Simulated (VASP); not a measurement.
# Ti (P6_3/mmc) in VASP: further runs

Aim: see how the results for Ti move with the level of theory and the settings. Levels: revPBE+D4, revPBE, BLYP, PBE. Tasks: single point.

Everything below comes from runs of VASP 6.6.1. Logs are shortened: lines on timing, memory, paths and dates and some standing lists are left out, and cuts for length are marked.

### 1 The cell of the first run

The structure is hexagonal, space group P6_3/mmc (No. 194). Conventional cell: a = 2.935 Å, b = 2.935 Å, c = 4.643 Å, α = 90.00°, β = 90.00°, γ = 120.00°. Ti (site symmetry -6m2) has 12 Ti at 2.87 to 2.93 Å within 3.8 Å.

### 2 Single point, revPBE+D4

INCAR reads:

```
SYSTEM = Ti
PREC     = Accurate       ! precision mode
ENCUT    = 520            ! plane-wave cutoff, eV
EDIFF    = 1E-7           ! SCF threshold, eV
ISMEAR   = -1             ! smearing method
SIGMA    = 0.05           ! smearing width, eV
LREAL    = .FALSE.        ! projectors in reciprocal space
LASPH    = .TRUE.         ! aspherical terms in the spheres
NELM     = 60             ! most SCF steps
ALGO     = Normal         ! electronic algorithm
ISIF     = 2              ! what is computed and relaxed
LWAVE    = .FALSE.        ! write WAVECAR
LCHARG   = .TRUE.         ! write CHGCAR
GGA      = RE             ! functional
IVDW     = 13             ! dispersion correction
LELF     = .TRUE.         ! ELF
LVHAR    = .TRUE.       
NBANDS   = 19             ! bands
```

KPOINTS reads:

```
regular mesh
0
G
  10 10 6
  0 0 0
```

POSCAR reads:

```
Ti
1.0
    2.9345172820      0.0000000000      0.0000000000
   -1.4672586410      2.5413665141      0.0000000000
    0.0000000000      0.0000000000      4.6427687319
Ti
2
Direct
    0.6666666667      0.3333333333      0.7500000000
    0.3333333333      0.6666666667      0.2500000000
```

Potentials or basis: VASP PAW PBE potentials, release 64 (Ti_sv).

Command:

```bash
cat potpaw_PBE.64/Ti_sv/POTCAR > POTCAR
mpirun -np 1 vasp_std > vasp.out
```

OUTCAR:

```text
SYSTEM = Ti
   PREC = Accurate
   ENCUT = 520
   EDIFF = 1E-7
   ISMEAR = -1
   LREAL = .FALSE.
   LASPH = .TRUE.
   NELM = 60
   ISIF = 2
   GGA = RE
   IVDW = 13

 ion  position               nearest neighbor table
   1  0.667  0.333  0.750-   2 2.87   2 2.87   2 2.87   2 2.87   2 2.87   2 2.87
   2  0.333  0.667  0.250-   1 2.87   1 2.87   1 2.87   1 2.87   1 2.87   1 2.87

  LATTYP: Found a hexagonal cell.
 ALAT       =     2.9345172820
 C/A-ratio  =     1.5821234928

  Lattice vectors:

 A1 = (   2.9345172820,   0.0000000000,   0.0000000000)
 A2 = (  -1.4672586410,   2.5413665141,   0.0000000000)
 A3 = (   0.0000000000,   0.0000000000,   4.6427687319)

Analysis of symmetry for initial positions (statically):
=====================================================================
 Subroutine PRICEL returns:
 Original cell was already a primitive cell.

 Routine SETGRP: Setting up the symmetry group for a
 hexagonal supercell.

 Subroutine GETGRP returns: Found 24 space group operations
 (whereof 12 operations were pure point group operations)
 out of a pool of 24 trial point group operations.

The static configuration has the point symmetry D_3d.
 The point group associated with its full space group is D_6h.

Analysis of symmetry for dynamics (positions and initial velocities):
=====================================================================
 Subroutine PRICEL returns:
 Original cell was already a primitive cell.

 Routine SETGRP: Setting up the symmetry group for a
 hexagonal supercell.

 Subroutine GETGRP returns: Found 24 space group operations
 (whereof 12 operations were pure point group operations)
 out of a pool of 24 trial point group operations.

The dynamic configuration has the point symmetry D_3d.
 The point group associated with its full space group is D_6h.

 Subroutine INISYM returns: Found 24 space group operations
 (whereof 12 operations are pure point group operations),
 and found     1 'primitive' translations

----------------------------------------------------------------------------------------

                                     Primitive cell

  volume of cell :      34.6243

  direct lattice vectors                    reciprocal lattice vectors
     2.934517282  0.000000000  0.000000000     0.340771549  0.196744546  0.000000000
    -1.467258641  2.541366514  0.000000000     0.000000000  0.393489091  0.000000000
     0.000000000  0.000000000  4.642768732     0.000000000  0.000000000  0.215388717

  length of vectors
     2.934517282  2.934517282  4.642768732     0.393489091  0.393489091  0.215388717

  position of ions in fractional coordinates (direct lattice)
     0.666666667  0.333333333  0.750000000
     0.333333333  0.666666667  0.250000000

  ion indices of the primitive-cell ions
   primitive index   ion index
                 1           1
                 2           2

----------------------------------------------------------------------------------------

 KPOINTS: regular mesh

Automatic generation of k-mesh.
 Grid dimensions read from file:
 generate k-points for:   10   10    6

 Generating k-lattice:

  Cartesian coordinates                     Fractional coordinates (reciprocal lattice)
     0.034077155  0.019674455  0.000000000     0.100000000  0.000000000  0.000000000
     0.000000000  0.039348909  0.000000000     0.000000000  0.100000000  0.000000000
     0.000000000  0.000000000  0.035898119     0.000000000  0.000000000  0.166666667

  Length of vectors
     0.039348909  0.039348909  0.035898119

  Shift w.r.t. Gamma in fractional coordinates (k-lattice)
     0.000000000  0.000000000  0.000000000

 Subroutine IBZKPT returns following result:
 ===========================================

 Found     56 irreducible k-points:

 Following reciprocal coordinates:
            Coordinates               Weight
  0.000000  0.000000  0.000000      1.000000
  0.100000  0.000000  0.000000      6.000000
  0.200000  0.000000  0.000000      6.000000
  0.300000 -0.000000  0.000000      6.000000
  0.400000 -0.000000  0.000000      6.000000
  0.500000 -0.000000  0.000000      3.000000
[... 16 lines left out ...]
  0.300000  0.100000  0.166667     24.000000
  0.400000  0.100000  0.166667     24.000000
 [... further k-points ...]
   k-points           NKPTS =     56   k-points in BZ     NKDIM =     56   number of bands    NBANDS=     19
   number of dos      NEDOS =    301   number of ions     NIONS =      2
   total plane-waves  NPLWV =  20736
   dimension x,y,z NGX =    24 NGY =   24 NGZ =   36
   dimension x,y,z NGXF=    48 NGYF=   48 NGZF=   72
   ions per type =               2
   NGX,Y,Z   is equivalent  to a cutoff of  13.60, 13.60, 12.89 a.u.
   NGXF,Y,Z  is equivalent  to a cutoff of  27.19, 27.19, 25.78 a.u.
 SYSTEM =  Ti
   PREC   = accura    normal or accurate (medium, high low for compatibility)
   ISTART =      0    job   : 0-new  1-cont  2-samecut
   ICHARG =      2    charge: 1-file 2-atom 10-const
   ISPIN  =      1    spin polarized calculation?
   LNONCOLLINEAR =      F non collinear calculations
   LSORBIT =      F    spin-orbit coupling
   LASPH  =      T    aspherical Exc in radial PAW
   ENCUT  =  520.0 eV  38.22 Ry    6.18 a.u.   5.46  5.46  8.63*2*pi/ulx,y,z
   NELM   =     60;   NELMIN=  2; NELMDL= -5     # of ELM steps
   EDIFF  = 0.1E-06   stopping-criterion for ELM
   LREAL  =      F    real-space projection
   EDIFFG = 0.1E-05   stopping-criterion for IOM
   NSW    =      0    number of steps for IOM
   IBRION =     -1    ionic relax: 0-MD 1-quasi-New 2-CG
   NFREE  =      0    steps in history (QN), initial steepest desc. (CG)
   ISIF   =      2    stress and relaxation
   ISYM   =      2    0-nonsym 1-usesym 2-fastsym
   POTIM  = 0.5000    time-step for ionic-motion
   TEBEG  =    0.0;   TEEND  =   0.0 temperature during run
   PSTRESS=    0.0 pullay stress
   NELECT =      24.0000    total number of electrons
   NUPDOWN=      -1.0000    fix difference up-down
   EMIN   =  10.00;   EMAX   =-10.00  energy-range for DOS
   EFERMI =   0.00;   METHOD = LEGACY
   ISMEAR =    -1;   SIGMA  =   0.05  broadening in eV -4-tet -1-fermi 0-gaus
   EFERMI_NEDOS =   21; number of points for ismear=-14 and -15
   IALGO  =     38    algorithm
   IMIX   =      4    mixing-type and parameters
     AMIX     =   0.40;   BMIX     =  1.00
     AMIX_MAG =   1.60;   BMIX_MAG =  1.00
  volume/ion in A,a.u.               =      17.31       116.83
  Fermi-wavevector in a.u.,A,eV,Ry     =   1.448833  2.737897 28.560209  2.099116
  Thomas-Fermi vector in A             =   2.566629
   LORBIT       =      0    0 simple, 1 ext, 2 COOP (PROOUT), +10 PAW based schemes
   GGA     = RE    functional components
   LHFCALC =     F    Hartree Fock is set to
   AEXX    =    0.0000 exact exchange contribution
   IVDW    =    13    specifies the selected vdW correction
   LEPSILON=     F    determine dielectric tensor
   LRPA    =     F    only Hartree local field effects (RPA)
 non-spin polarized calculation
  energy-cutoff  :      520.00
  volume of cell :       34.62
 maximum number of plane-waves:       965
 NGX is ok and might be reduce to    24
   NGX = 11   NGY = 11   NGZ = 17

 number of electron      24.0000001 magnetization

 Free energy of the ion-electron system (eV)
  ---------------------------------------------------
  ext. energy  EPLUGINS =         0.00000000
  ---------------------------------------------------
  free energy    TOTEN  =       -15.03896098 eV

  energy without entropy =      -15.01974929  energy(sigma->0) =      -15.02935513

 E-fermi :   8.4466     XC(G=0): -11.4339

 val. band max:        8.4303584790   @ k =   0.1000   0.1000   0.1667
 cond. band min:       8.4524180237   @ k =   0.0000   0.0000   0.3333
 fundamental gap:      0.0220595448
 Fermi energy:         8.4466086959

 k-point     1 :       0.0000    0.0000    0.0000
  band No.  band energies     occupation
      1     -48.5052      2.00000
      2     -48.3675      2.00000
      3     -25.0450      2.00000
      4     -24.3987      2.00000
      5     -24.3987      2.00000
      6     -24.3326      2.00000
[... 11 lines left out ...]
     18      10.0890      0.00000
     19      11.6237      0.00000

 k-point     2 :       0.1000    0.0000    0.0000
  band No.  band energies     occupation
      1     -48.4955      2.00000
      2     -48.3637      2.00000
      3     -25.0231      2.00000
      4     -24.4431      2.00000
      5     -24.4135      2.00000
      6     -24.3432      2.00000
[... 11 lines left out ...]
     18       9.9385      0.00000
     19      11.7029      0.00000

 k-point     3 :       0.2000    0.0000    0.0000
  band No.  band energies     occupation
      1     -48.4692      2.00000
      2     -48.3546      2.00000
      3     -24.9619      2.00000
      4     -24.5602      2.00000
      5     -24.4604      2.00000
      6     -24.4507      2.00000
[... 11 lines left out ...]
     18      10.3975      0.00000
     19      11.8499      0.00000

 k-point     4 :       0.3000   -0.0000    0.0000
  band No.  band energies     occupation
      1     -48.4343      2.00000
      2     -48.3455      2.00000
      3     -24.8746      2.00000
      4     -24.7068      2.00000
      5     -24.5990      2.00000
      6     -24.4944      2.00000
[... 407 lines left out ...]
     18      10.9326      0.00000
     19      11.8306      0.00000

 k-point    23 :       0.3000    0.1000    0.1667
  band No.  band energies     occupation
      1     -48.4081      2.00000
      2     -48.3471      2.00000
      3     -24.8627      2.00000
      4     -24.7317      2.00000
      5     -24.6623      2.00000
      6     -24.5248      2.00000
[... 11 lines left out ...]
     18      11.5019      0.00000
     19      12.0340      0.00000

 k-point    24 :       0.4000    0.1000    0.1667
  band No.  band energies     occupation
      1     -48.3847      2.00000
      2     -48.3457      2.00000
      3     -24.8919      2.00000
      4     -24.7773      2.00000
      5     -24.6715      2.00000
      6     -24.5466      2.00000
[... 11 lines left out ...]
     18      11.8872      0.00000
     19      12.6037      0.00000

 [... further k-points ...]

------------------------ aborting loop because EDIFF is reached ----------------------------------------

  DFT-D4 for vdW energy calculation

  Edisp (eV):   -0.61684

  FORCE on cell =-STRESS in cart. coord.  units (eV):
  Direction    XX          YY          ZZ          XY          YZ          ZX
  --------------------------------------------------------------------------------------
  -------------------------------------------------------------------------------------
  Total      -0.05606    -0.05606    -0.07299     0.00000     0.00000     0.00000
  in kB      -2.59388    -2.59388    -3.37759     0.00000     0.00000     0.00000
  external pressure =       -2.86 kB  Pullay stress =        0.00 kB

 VOLUME and BASIS-vectors are now :
 -----------------------------------------------------------------------------
  energy-cutoff  :      520.00
  volume of cell :       34.62
      direct lattice vectors                 reciprocal lattice vectors
     2.934517282  0.000000000  0.000000000     0.340771549  0.196744546  0.000000000
    -1.467258641  2.541366514  0.000000000     0.000000000  0.393489091  0.000000000
     0.000000000  0.000000000  4.642768732     0.000000000  0.000000000  0.215388717

 POSITION                                       TOTAL-FORCE (eV/Angst)
 -----------------------------------------------------------------------------------
      1.46726      0.84712      3.48208        -0.000000     -0.000000      0.000000
     -0.00000      1.69424      1.16069         0.000000      0.000000      0.000000
 -----------------------------------------------------------------------------------
    total drift:                               -0.000000      0.000000     -0.000000

  FREE ENERGIE OF THE ION-ELECTRON SYSTEM (eV)
  ---------------------------------------------------
  free  energy   TOTEN  =       -15.6557988035 eV

  energy  without entropy=      -15.6365871092  energy(sigma->0) =      -15.64619296
```

Run time: 54 s. Hardware: 1 thread of AMD EPYC 7R43 (Zen 3), shared host; peak memory 0.13 GiB.

What came out:

- Free energy: -15.6558 eV
- Pressure: -0.3 GPa
- Band gap on the k mesh: zero (band 12 reaches 9.24 eV, above the bottom of band 13 at 8.22 eV)
- Dispersion energy per atom: -0.308 eV

Caveat: the PAW data sets were made with another functional, which shifts forces and pressure a little; pairwise dispersion overbinds metals, which lowers pressure and volume.

### 3 Single point, revPBE

This run uses another cell than the first one, of 17.77 Å³/atom, 1.026 times its volume.

INCAR reads:

```
PREC = Accurate
ENCUT = 520
EDIFF = 1E-7
ISMEAR = -1
SIGMA = 0.05
LREAL = False
LASPH = True
NELM = 80
ALGO = Normal
ISIF = 2
LWAVE = False
LCHARG = False
GGA = RE
NBANDS = 19
```

KPOINTS reads:

```
regular mesh
0
Gamma
  10 10 6
```

POSCAR reads:

```
Ti
1.0
    2.9603138075      0.0000000000      0.0000000000
   -1.4801569037      2.5637069605      0.0000000000
    0.0000000000      0.0000000000      4.6828703030
Ti
2
Direct
    0.6666666667      0.3333333333      0.7500000000
    0.3333333333      0.6666666667      0.2500000000
```

Potentials or basis: VASP PAW PBE potentials, release 64 (Ti_sv).

Command:

```bash
cat potpaw_PBE.64/Ti_sv/POTCAR > POTCAR
mpirun -np 1 vasp_std > vasp.out
```

Wall time 51 s (1 thread of AMD EPYC 7R43 (Zen 3), shared host); peak memory 0.13 GiB.

Results (log left out):

- Free energy: -15.0458 eV
- Pressure: -0.3 GPa
- Band gap on the k mesh: zero (band 12 reaches 8.95 eV, above the bottom of band 13 at 7.93 eV)

Levels at points of the mesh, in eV from the Fermi level:
```
           k point  band 8  band 9  band 10  band 11  band 12  band 13  band 14  band 15  band 16  band 17
(0.00, 0.00, 0.00)  -32.82   -6.16    -2.63     0.71     0.77     0.77     0.89     1.26     1.26     1.59
(0.50, 0.00, 0.00)  -32.88   -2.32    -2.08    -1.77    -0.66     0.49     0.63     1.16     3.25     3.47
(0.00, 0.00, 0.50)  -32.87   -4.33    -4.33     0.10     0.10     0.68     0.68     0.68     0.68     2.74
(0.50, 0.00, 0.50)  -32.96   -2.47    -2.47    -0.78    -0.78     1.26     1.26     1.70     1.70     3.38
```

Caveat: the PAW data sets were made with another functional, which shifts forces and pressure a little.

### 4 Single point, BLYP

This run uses another cell than the first one, of 17.79 Å³/atom, 1.028 times its volume.

INCAR reads:

```
SYSTEM = Ti
AGGAC = 1.0 ; AGGAX = 1.0
ALDAC = 0.0 ; ALDAX = 1.0
ALGO = Normal ; EDIFF = 1E-7
ENCUT = 520 ; GGA = B5
ISIF = 2 ; ISMEAR = -1
LASPH = .True. ; LCHARG = .False.
LREAL = .False. ; LWAVE = .False.
NBANDS = 19 ; NELM = 100
PREC = Accurate ; SIGMA = 0.05
```

KPOINTS reads:

```
k-points
0
Gamma
  10 10 6
  0 0 0
```

POSCAR reads:

```
Ti
1.0
    2.9654353886      0.0000000000      0.0000000000
   -1.4827176943      2.5681423798      0.0000000000
    0.0000000000      0.0000000000      4.6716291566
Ti
2
Direct
    0.6666666667      0.3333333333      0.7500000000
    0.3333333333      0.6666666667      0.2500000000
```

Command:

```bash
cat potpaw_PBE.64/Ti_sv/POTCAR > POTCAR
mpirun -np 1 vasp_std > vasp.out
```

Wall time 61 s (1 thread of AMD EPYC 7R43 (Zen 3), shared host); peak memory 0.13 GiB.

The run converged. Its results:

```
Free energy            : -13.5474 eV
Pressure               : 0.0 GPa
Band gap on the k mesh : zero (band 12 reaches 9.23 eV, above the bottom of band 13 at 8.32 eV)
```

Levels at points of the mesh, in eV from the Fermi level:
```tsv
k point	band 10	band 11	band 12	band 13	band 14	band 15
(0.00, 0.00, 0.00)	-2.58	0.70	0.70	0.84	0.97	1.18
(0.50, 0.00, 0.00)	-2.06	-1.74	-0.53	0.41	0.63	1.14
(0.00, 0.00, 0.50)	-4.12	0.09	0.09	0.60	0.60	0.60
(0.50, 0.00, 0.50)	-2.41	-0.79	-0.79	1.39	1.39	1.62
```

Caveat: the PAW data sets were made with another functional, which shifts forces and pressure a little.

[end of part 1 of 2]
